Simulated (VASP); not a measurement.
# LiF (F-43m) in VASP: further runs

LiF is run at these levels: PBE-based screened hybrid with 15 % exact exchange, PBE-based screened hybrid with 50 % exact exchange, PBE-based screened hybrid with 35 % exact exchange, PBE-based screened hybrid with 30 % exact exchange, HSE06; tasks: single point.

All numbers are computed with VASP 6.6.1; they aren't measurements. Logs are shortened: lines on timing, memory, paths and dates and some standing lists are left out, and cuts for length are marked.

## 1. The cell of the first run

It takes space group F-43m (No. 216, cubic). Conventional cell: a = 4.289 Å, b = 4.289 Å, c = 4.289 Å, α = 90.00°, β = 90.00°, γ = 90.00°. Li (site symmetry -43m) has 4 F at 1.86 Å within 2.5 Å. F (site symmetry -43m) has 4 Li at 1.86 Å within 2.5 Å.

## 2. Single point, PBE-based screened hybrid with 15 % exact exchange

Contents of POSCAR:

```
LiF
1.0
    0.0000000000      2.1446105480      2.1446105480
    2.1446105480      0.0000000000      2.1446105480
    2.1446105480      2.1446105480      0.0000000000
Li F
1 1
Direct
    0.0000000000      0.0000000000      0.0000000000
    0.2500000000      0.2500000000      0.2500000000
```

Contents of INCAR.step1:

```
SYSTEM = LiF
  ALGO = Normal
  EDIFF = 1E-5
  ENCUT = 520
  GGA = PE
  ISIF = 2
  ISMEAR = 0
  LASPH = .True.
  LCHARG = .False.
  LREAL = .False.
  LWAVE = .True.
  NBANDS = 12
  NELM = 80
  PREC = Accurate
  SIGMA = 0.01
```

Contents of INCAR.step2:

```
SYSTEM = LiF
  AEXX = 0.15
  ALGO = Normal
  EDIFF = 1E-6
  ENCUT = 520
  GGA = PE
  HFSCREEN = 0.1
  ISIF = 2
  ISMEAR = 0
  ISTART = 1
  LASPH = .True.
  LCHARG = .False.
  LHFCALC = .True.
  LREAL = .False.
  LWAVE = .False.
  NBANDS = 12
  NELM = 80
  PREC = Accurate
  PRECFOCK = Normal
  SIGMA = 0.01
```

Contents of KPOINTS:

```
k-points
0
Gamma
  4 4 4
  0 0 0
```

Potentials or basis: VASP PAW PBE potentials, release 64 (Li_sv, F).

Run with:

```sh
$ cat potpaw_PBE.64/Li_sv/POTCAR potpaw_PBE.64/F/POTCAR > POTCAR
$ cp INCAR.step1 INCAR
$ mpirun -np 1 vasp_std > vasp.out
$ cp INCAR.step2 INCAR
$ mpirun -np 1 vasp_std > vasp.out
```

OUTCAR:

```text
SYSTEM = LiF
   AEXX = 0.15
   EDIFF = 1E-6
   ENCUT = 520
   GGA = PE
   HFSCREEN = 0.1
   ISIF = 2
   ISMEAR = 0
   ISTART = 1
   LASPH = .True.
   LHFCALC = .True.
   LREAL = .False.
   NELM = 80
   PREC = Accurate
   PRECFOCK = Normal

 ion  position               nearest neighbor table
   1  0.000  0.000  0.000-   2 1.86   2 1.86   2 1.86   2 1.86
   2  0.250  0.250  0.250-   1 1.86   1 1.86   1 1.86   1 1.86

  LATTYP: Found a face centered cubic cell.
 ALAT       =     4.2892210960

  Lattice vectors:

 A1 = (   0.0000000000,   2.1446105480,   2.1446105480)
 A2 = (   2.1446105480,   0.0000000000,   2.1446105480)
 A3 = (   2.1446105480,   2.1446105480,   0.0000000000)

Analysis of symmetry for initial positions (statically):
=====================================================================
 Subroutine PRICEL returns:
 Original cell was already a primitive cell.

 Routine SETGRP: Setting up the symmetry group for a
 face centered cubic supercell.

 Subroutine GETGRP returns: Found 24 space group operations
 (whereof 24 operations were pure point group operations)
 out of a pool of 48 trial point group operations.

The static configuration has the point symmetry T_d .

Analysis of symmetry for dynamics (positions and initial velocities):
=====================================================================
 Subroutine PRICEL returns:
 Original cell was already a primitive cell.

 Routine SETGRP: Setting up the symmetry group for a
 face centered cubic supercell.

 Subroutine GETGRP returns: Found 24 space group operations
 (whereof 24 operations were pure point group operations)
 out of a pool of 48 trial point group operations.

The dynamic configuration has the point symmetry T_d .

 Subroutine INISYM returns: Found 24 space group operations
 (whereof 24 operations are pure point group operations),
 and found     1 'primitive' translations

----------------------------------------------------------------------------------------

                                     Primitive cell

  volume of cell :      19.7276

  direct lattice vectors                    reciprocal lattice vectors
     0.000000000  2.144610548  2.144610548    -0.233142563  0.233142563  0.233142563
     2.144610548  0.000000000  2.144610548     0.233142563 -0.233142563  0.233142563
     2.144610548  2.144610548  0.000000000     0.233142563  0.233142563 -0.233142563

  length of vectors
     3.032937323  3.032937323  3.032937323     0.403814765  0.403814765  0.403814765

  position of ions in fractional coordinates (direct lattice)
     0.000000000  0.000000000  0.000000000
     0.250000000  0.250000000  0.250000000

  ion indices of the primitive-cell ions
   primitive index   ion index
                 1           1
                 2           2

----------------------------------------------------------------------------------------

 KPOINTS: k-points

Automatic generation of k-mesh.
 Grid dimensions read from file:
 generate k-points for:    4    4    4

 Generating k-lattice:

  Cartesian coordinates                     Fractional coordinates (reciprocal lattice)
    -0.058285641  0.058285641  0.058285641     0.250000000  0.000000000  0.000000000
     0.058285641 -0.058285641  0.058285641     0.000000000  0.250000000  0.000000000
     0.058285641  0.058285641 -0.058285641     0.000000000  0.000000000  0.250000000

  Length of vectors
     0.100953691  0.100953691  0.100953691

  Shift w.r.t. Gamma in fractional coordinates (k-lattice)
     0.000000000  0.000000000  0.000000000

 Subroutine IBZKPT returns following result:
 ===========================================

 Found      8 irreducible k-points:

 Following reciprocal coordinates:
            Coordinates               Weight
  0.000000  0.000000  0.000000      1.000000
  0.250000  0.000000  0.000000      8.000000
  0.500000  0.000000  0.000000      4.000000
  0.250000  0.250000  0.000000      6.000000
  0.500000  0.250000  0.000000     24.000000
 -0.250000  0.250000  0.000000     12.000000
  0.500000  0.500000  0.000000      3.000000
 -0.250000  0.500000  0.250000      6.000000
   k-points           NKPTS =      8   k-points in BZ     NKDIM =     64   number of bands    NBANDS=     12
   number of dos      NEDOS =    301   number of ions     NIONS =      2
   total plane-waves  NPLWV =  13824
   dimension x,y,z NGX =    24 NGY =   24 NGZ =   24
   dimension x,y,z NGXF=    48 NGYF=   48 NGZF=   48
   ions per type =               1   1
   NGX,Y,Z   is equivalent  to a cutoff of  13.16, 13.16, 13.16 a.u.
   NGXF,Y,Z  is equivalent  to a cutoff of  26.31, 26.31, 26.31 a.u.
 SYSTEM =  LiF
   PREC   = accura    normal or accurate (medium, high low for compatibility)
   ISTART =      1    job   : 0-new  1-cont  2-samecut
   ICHARG =      0    charge: 1-file 2-atom 10-const
   ISPIN  =      1    spin polarized calculation?
   LNONCOLLINEAR =      F non collinear calculations
   LSORBIT =      F    spin-orbit coupling
   LASPH  =      T    aspherical Exc in radial PAW
   ENCUT  =  520.0 eV  38.22 Ry    6.18 a.u.   5.64  5.64  5.64*2*pi/ulx,y,z
   NELM   =     80;   NELMIN=  2; NELMDL=  0     # of ELM steps
   EDIFF  = 0.1E-05   stopping-criterion for ELM
   LREAL  =      F    real-space projection
   EDIFFG = 0.1E-04   stopping-criterion for IOM
   NSW    =      0    number of steps for IOM
   IBRION =     -1    ionic relax: 0-MD 1-quasi-New 2-CG
   NFREE  =      0    steps in history (QN), initial steepest desc. (CG)
   ISIF   =      2    stress and relaxation
   ISYM   =      3    0-nonsym 1-usesym 2-fastsym
   POTIM  = 0.5000    time-step for ionic-motion
   TEBEG  =    0.0;   TEEND  =   0.0 temperature during run
   PSTRESS=    0.0 pullay stress
   NELECT =      10.0000    total number of electrons
   NUPDOWN=      -1.0000    fix difference up-down
   EMIN   =  10.00;   EMAX   =-10.00  energy-range for DOS
   EFERMI =   0.00;   METHOD = LEGACY
   ISMEAR =     0;   SIGMA  =   0.01  broadening in eV -4-tet -1-fermi 0-gaus
   EFERMI_NEDOS =   21; number of points for ismear=-14 and -15
   IALGO  =     38    algorithm
   IMIX   =      1    mixing-type and parameters
     AMIX     =   0.40;   BMIX     =  1.00
     AMIX_MAG =   1.60;   BMIX_MAG =  1.00
  volume/ion in A,a.u.               =       9.86        66.56
  Fermi-wavevector in a.u.,A,eV,Ry     =   1.305318  2.466694 23.182363  1.703856
  Thomas-Fermi vector in A             =   2.436195
   LORBIT       =      0    0 simple, 1 ext, 2 COOP (PROOUT), +10 PAW based schemes
   GGA     = PE    functional components
   LHFCALC =     T    Hartree Fock is set to
   PRECFOCK=normal    Normal, Fast or Accurate (Low or Medium for compatibility)
   ENCUT4O =  -1.0   cutoff for four orbital integrals eV
   NKREDX  =     1    reduce k-point grid by
   NKREDY  =     1    reduce k-point grid by
   NKREDZ  =     1    reduce k-point grid by
   AEXX    =    0.1500 exact exchange contribution
   HFSCREEN=    0.1000 screening length (either q_TF or 0.3 A-1)
   HFSCREENC=   0.1000 screening length for correlation (either q_TF or 0.3 A-1)
   ENCUTFOCK=  -1.0 apply spherical cutoff to Coloumb kernel
   IVDW    =     0    specifies the selected vdW correction
   LEPSILON=     F    determine dielectric tensor
   LRPA    =     F    only Hartree local field effects (RPA)
 non-spin polarized calculation
 Gauss-broadening in eV      SIGMA  =   0.01
  energy-cutoff  :      520.00
  volume of cell :       19.73
 maximum number of plane-waves:       544
 NGX is ok and might be reduce to    24
  NGX = 18; NGY = 18; NGZ = 18

 number of electron       9.9999987 magnetization

 Free energy of the ion-electron system (eV)
  ---------------------------------------------------
  ext. energy  EPLUGINS =         0.00000000
  ---------------------------------------------------
  free energy    TOTEN  =       -10.81340074 eV

  energy without entropy =      -10.81340074  energy(sigma->0) =      -10.81340074

 E-fermi :  -3.5553     XC(G=0):  -7.8009

 val. band max:       -3.6848247200   @ k =   0.0000   0.0000   0.0000
 cond. band min:       5.7650982647   @ k =   0.0000   0.0000   0.0000
 fundamental gap:      9.4499229847
 Fermi energy:        -3.5553297071

 k-point     1 :       0.0000    0.0000    0.0000
  band No.  band energies     occupation
      1     -45.2392      2.00000
      2     -23.9686      2.00000
      3      -3.6848      2.00000
      4      -3.6848      2.00000
      5      -3.6848      2.00000
      6       5.7651      0.00000
      7      17.5549      0.00000
      8      17.5549      0.00000
      9      17.5549      0.00000
     10      26.1726      0.00000
     11      26.1726      0.00000
     12      26.1726      0.00000

 k-point     2 :       0.2500    0.0000    0.0000
  band No.  band energies     occupation
      1     -45.2193      2.00000
      2     -23.8757      2.00000
      3      -4.7799      2.00000
      4      -3.8230      2.00000
      5      -3.8230      2.00000
      6       7.3788      0.00000
      7      15.8491      0.00000
      8      17.6307      0.00000
      9      17.6307      0.00000
     10      23.8655      0.00000
     11      23.8655      0.00000
     12      24.2552      0.00000

 k-point     3 :       0.5000    0.0000    0.0000
  band No.  band energies     occupation
      1     -45.1995      2.00000
      2     -23.7780      2.00000
      3      -5.7303      2.00000
      4      -3.9551      2.00000
      5      -3.9551      2.00000
      6       9.9108      0.00000
      7      12.9594      0.00000
      8      17.1696      0.00000
      9      17.1696      0.00000
     10      24.3897      0.00000
     11      24.8296      0.00000
     12      24.8296      0.00000
[... 46 lines left out ...]
 k-point     7 :       0.5000    0.5000    0.0000
  band No.  band energies     occupation
      1     -45.1866      2.00000
      2     -23.7222      2.00000
      3      -5.1438      2.00000
      4      -4.5123      2.00000
      5      -4.5123      2.00000
      6       8.4614      0.00000
      7      13.9705      0.00000
      8      17.6750      0.00000
      9      17.6750      0.00000
     10      19.8392      0.00000
     11      24.8769      0.00000
     12      32.8326      0.00000

 k-point     8 :      -0.2500    0.5000    0.2500
  band No.  band energies     occupation
      1     -45.1865      2.00000
      2     -23.7178      2.00000
      3      -5.1839      2.00000
      4      -4.6736      2.00000
      5      -4.4887      2.00000
      6      10.0035      0.00000
      7      13.6102      0.00000
      8      14.8580      0.00000
      9      18.4259      0.00000
     10      21.1569      0.00000
     11      27.1154      0.00000
     12      28.2060      0.00000

------------------------ aborting loop because EDIFF is reached ----------------------------------------

  FORCE on cell =-STRESS in cart. coord.  units (eV):
  Direction    XX          YY          ZZ          XY          YZ          ZX
  --------------------------------------------------------------------------------------
  -------------------------------------------------------------------------------------
  Total        0.1968540      0.1968540      0.1968540      0.0000000      0.0000000      0.0000000
  in kB       15.9874632     15.9874632     15.9874632      0.0000000      0.0000000      0.0000000
  external PRESSURE =      15.9874632 kB  Pullay stress =       0.0000000 kB

 VOLUME and BASIS-vectors are now :
 -----------------------------------------------------------------------------
  energy-cutoff  :      520.00
  volume of cell :       19.73
      direct lattice vectors                 reciprocal lattice vectors
     0.000000000  2.144610548  2.144610548    -0.233142563  0.233142563  0.233142563
     2.144610548  0.000000000  2.144610548     0.233142563 -0.233142563  0.233142563
     2.144610548  2.144610548  0.000000000     0.233142563  0.233142563 -0.233142563

 POSITION                                       TOTAL-FORCE (eV/Angst)
 -----------------------------------------------------------------------------------
      0.00000      0.00000      0.00000         0.000000      0.000000      0.000000
      1.07231      1.07231      1.07231        -0.000000     -0.000000     -0.000000
 -----------------------------------------------------------------------------------
    total drift:                                0.000014      0.000011      0.000009

  FREE ENERGIE OF THE ION-ELECTRON SYSTEM (eV)
  ---------------------------------------------------
  free  energy   TOTEN  =       -10.8134007377 eV

  energy  without entropy=      -10.8134007377  energy(sigma->0) =      -10.81340074
```

Wall time 42 s (1 thread of Intel Xeon Platinum 8559C (Emerald Rapids), shared host); peak memory 0.23 GiB.

What came out:

```
Free energy            : -10.8134 eV
Band gap on the k mesh : 9.45 eV
```

Levels at points of the mesh, in eV from the valence-band top:
```csv
k point,band 1,band 2,band 3,band 4,band 5,band 6,band 7,band 8,band 9,band 10
"(0.00, 0.00, 0.00)",-41.55,-20.28,0.00,0.00,0.00,9.45,21.24,21.24,21.24,29.86
"(0.50, 0.00, 0.00)",-41.51,-20.09,-2.05,-0.27,-0.27,13.60,16.64,20.85,20.85,28.07
"(0.50, 0.50, 0.00)",-41.50,-20.04,-1.46,-0.83,-0.83,12.15,17.66,21.36,21.36,23.52
```

Caveat: the k points lie up to 0.63 Å⁻¹ apart; the cutoff is under 1.25 times the usual one of these potentials, so pressure, stress and relaxed cells hold a basis-set (Pulay) error; the structure was generated, so it needn't be the stable form of LiF; the PAW data sets were made with another functional, which shifts forces and pressure a little.

(Continued in part 2 of 3.)
